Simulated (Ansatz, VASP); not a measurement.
**AlCoC4N4: VASP beside Ansatz**

The input INCAR:

```
ALGO = Normal
EDIFF = 1E-6
ENCUT = 520
GGA = PE
ISIF = 2
ISMEAR = 0
ISPIN = 2
LASPH = True
LCHARG = True
LELF = True
LMAXMIX = 4
LORBIT = 11
LREAL = False
LVHAR = True
LWAVE = False
MAGMOM = 0 3 0 0 0 0 0 0 0 0
NBANDS = 39
NELM = 150
PREC = Accurate
SIGMA = 0.1
```

The input KPOINTS:

```
k-points
0
Gamma
  4 4 4
```

POSCAR

```
AlCoC4N4
1.0
    5.8306603700      0.0000000000      0.0000000000
    0.0000000000      5.8306603700      0.0000000000
    0.0000000000      0.0000000000      5.8306603700
Al Co C N
1 1 4 4
Direct
    0.5000000000      0.5000000000      0.5000000000
    0.0000000000      0.0000000000      0.0000000000
    0.1898207700      0.1898207700      0.1898207700
    0.1898207700      0.8101792300      0.8101792300
    0.8101792300      0.1898207700      0.8101792300
    0.8101792300      0.8101792300      0.1898207700
    0.3056738300      0.3056738300      0.3056738300
    0.3056738300      0.6943261700      0.6943261700
    0.6943261700      0.3056738300      0.6943261700
    0.6943261700      0.6943261700      0.3056738300
```

Input for Ansatz:

```yaml
crystal:
  lattice:
    - [5.83066037, 0.0, 0.0]
    - [0.0, 5.83066037, 0.0]
    - [0.0, 0.0, 5.83066037]
  atoms:
    - { symbol: Al, position: [0.5, 0.5, 0.5] }
    - { symbol: Co, position: [0.0, 0.0, 0.0], spin: 3.0 }
    - { symbol: C, position: [0.18982077, 0.18982077, 0.18982077] }
    - { symbol: C, position: [0.18982077, 0.81017923, 0.81017923] }
    - { symbol: C, position: [0.81017923, 0.18982077, 0.81017923] }
    - { symbol: C, position: [0.81017923, 0.81017923, 0.18982077] }
    - { symbol: "N", position: [0.30567383, 0.30567383, 0.30567383] }
    - { symbol: "N", position: [0.30567383, 0.69432617, 0.69432617] }
    - { symbol: "N", position: [0.69432617, 0.30567383, 0.69432617] }
    - { symbol: "N", position: [0.69432617, 0.69432617, 0.30567383] }
basis:
  ecutwfc: 420
kpoints:
  mp_grid: { grid: [4, 4, 4] }
hamiltonian:
  xc: pbe
scf:
  occupations: { method: gaussian, width: 0.1 }
  lower_state_search: "off"
output:
  forces: true
  stress: true
  eigenvalues: true
  populations: true
magnetization:
  spin_polarized: true
```

Alike in both runs: task single point; functional PBE; k mesh 4 × 4 × 4; occupations gaussian, width 0.1 eV; collinear spin.

|  | VASP | Ansatz |
| --- | --- | --- |
| version | VASP 6.6.1 | Ansatz 0.2.0 |
| potentials or method | VASP PAW PBE potentials, release 64 (Al, Co, C, N), cutoff 520 eV | scalar-relativistic, plane waves, PAW |
| valence electrons in the cell | 48 | 56 |

VASP gave:

```
gap on the k mesh at the Fermi level (eV)                     : none
pressure (GPa)                                                : -3.3
rms of the force components (eV/Å)                            : 1.266
net moment per atom (μB)                                      : 0.20
size of the moment on the site where the two differ most (μB) : 1.63
```

Problem. Which values does Ansatz return?

Solution. gap on the k mesh at the Fermi level (eV): none; pressure (GPa): -3.7; rms of the force components (eV/Å): 1.087; net moment per atom (μB): 0.20; size of the moment on the site where the two differ most (μB): 1.46.

Site moments also hang on the region over which each program counts them. Atom by atom the forces differ by 0.185 eV/Å (rms over components). A gap of «none» marks a metal or a gap that the smearing closes. VASP's potentials hold 48 valence electrons a cell and Ansatz's 56, so a difference there can come from the potentials and not from the codes.

Noted on VASP's run: the standard files for N, O and F lose accuracy on very short bonds.
